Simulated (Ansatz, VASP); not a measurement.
C: VASP beside Ansatz

File INCAR:

```
SYSTEM = C
  PREC = Accurate
  ENCUT = 520
  EDIFF = 1E-6
  ISMEAR = -1
  SIGMA = 0.05
  LREAL = .FALSE.
  LASPH = .TRUE.
  NELM = 80
  ALGO = Normal
  ISIF = 2
  LWAVE = .FALSE.
  LCHARG = .TRUE.
  GGA = PE
  LELF = .TRUE.
  LVHAR = .TRUE.
  NBANDS = 26
```

KPOINTS

```
regular mesh
0
G
  21 21 6
  0 0 0
```

Contents of POSCAR:

```
C
1.0
    2.5221000000      0.0000000000      0.0000000000
   -1.2610500000      2.1842026709      0.0000000000
    0.0000000000      0.0000000000      8.2371000000
C
8
Direct
    0.6666666667      0.3333333333      0.8437500000
    0.3333333333      0.6666666667      0.3437500000
    0.6666666667      0.3333333333      0.6562500000
    0.3333333333      0.6666666667      0.1562500000
    0.0000000000      0.0000000000      0.9062500000
    0.0000000000      0.0000000000      0.4062500000
    0.0000000000      0.0000000000      0.5937500000
    0.0000000000      0.0000000000      0.0937500000
```

The input input.yaml:

```yaml
crystal:
  lattice:
    - [2.5221, 0.0, 0.0]
    - [-1.26105, 2.1842026709, 0.0]
    - [0.0, 0.0, 8.2371]
  atoms:
    - { symbol: C, position: [0.6666666667, 0.3333333333, 0.84375] }
    - { symbol: C, position: [0.3333333333, 0.6666666667, 0.34375] }
    - { symbol: C, position: [0.6666666667, 0.3333333333, 0.65625] }
    - { symbol: C, position: [0.3333333333, 0.6666666667, 0.15625] }
    - { symbol: C, position: [0.0, 0.0, 0.90625] }
    - { symbol: C, position: [0.0, 0.0, 0.40625] }
    - { symbol: C, position: [0.0, 0.0, 0.59375] }
    - { symbol: C, position: [0.0, 0.0, 0.09375] }
hamiltonian:
  xc: pbe
  pseudopotentials: { kind: paw }
kpoints:
  mp_grid: { grid: [21, 21, 6] }
scf:
  occupations: { method: fermi_dirac, width: 0.05 }
output:
  forces: true
  stress: true
  eigenvalues: true
  write_density: true
  write_potential: true
  elf: true
  volumetric_format: npy
```

Alike in both runs: task single point; functional PBE; k mesh 21 × 21 × 6; occupations fermi-dirac, width 0.05 eV; no spin polarisation.

|  | VASP | Ansatz |
| --- | --- | --- |
| version | VASP 6.6.1 | Ansatz 0.2.0 |
| potentials or method | VASP PAW PBE potentials, release 64 (C) | Ansatz PAW |
| plane-wave cutoff (eV) | 520 | 420 |
| valence electrons in the cell | 32 | 32 |

|  | VASP | Ansatz | Ansatz less VASP |
| --- | --- | --- | --- |
| gap on the k mesh at the Fermi level (eV) | 4.42 | 4.43 | +0.009 |
| least direct gap on the mesh (eV) | 5.18 | 5.19 | +0.007 |
| pressure (GPa) | 2.9 | 2.3 | -0.67 |
| traceless stress, the component that is largest in VASP (GPa) | 8.20 | 8.20 | -0.003 |
| rms of the force components (eV/Å) | 0.187 | 0.187 | -0.0003 |

Atom by atom the forces differ by 0.001 eV/Å (rms over components).

Noted on Ansatz's run: Pulay correction over one GPa; odd divisions of the mesh miss points on the zone boundary, where band edges often lie, so the gap on the mesh can be too wide.
